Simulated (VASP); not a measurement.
A run of VASP 6.6.1:

The input INCAR:

```
ALGO = Normal ; EDIFF = 1E-6
ENCUT = 560 ; GGA_COMPAT = F
ISIF = 2 ; ISMEAR = 0
ISPIN = 2 ; LASPH = T
LCHARG = T ; LDAU = T
LDAUJ = 0 0 ; LDAUL = 2 -1
LDAUPRINT = 1 ; LDAUTYPE = 2
LDAUU = 3 0 ; LELF = T
LMAXMIX = 4 ; LORBIT = 11
LREAL = F ; LVHAR = T
LWAVE = F ; MAGMOM = 0 0 0 0
NBANDS = 34 ; NELM = 200
NUPDOWN = 0.0 ; PREC = Accurate
SIGMA = 0.05
```

Contents of KPOINTS:

```
k-points
0
Gamma
  6 6 6
```

Contents of POSCAR:

```
RuS
1.0
    3.0319028300      0.0000000000      0.0000000000
    0.0000000000      3.0319028300      3.0319028300
    0.0000000000      0.0000000000      6.0638056600
Ru S
2 2
Direct
    0.0000000000      0.0000000000      0.0000000000
    0.0000000000      0.0000000000      0.5000000000
    0.5000000000      0.5000000000      0.0000000000
    0.5000000000      0.5000000000      0.5000000000
```

Potentials or basis: VASP PAW LDA potentials, release 64 (Ru_sv, S).

Command:

```sh
$ cat potpaw_LDA.64/Ru_sv/POTCAR potpaw_LDA.64/S/POTCAR > POTCAR
$ mpirun -np 1 vasp_std > vasp.out
```

Hardware: 1 thread of Intel(R) Xeon(R) Platinum 8259CL CPU @ 2.50GHz (Skylake/Cascade Lake), on a shared host.

Question: How long does it take, and how much memory?

Answer: Wall time 2.1 min on 1 thread of Intel(R) Xeon(R) Platinum 8259CL CPU @ 2.50GHz (Skylake/Cascade Lake), with other jobs on the host, peak memory 0.25 GiB. Counts: scf iterations 14, k points 40.
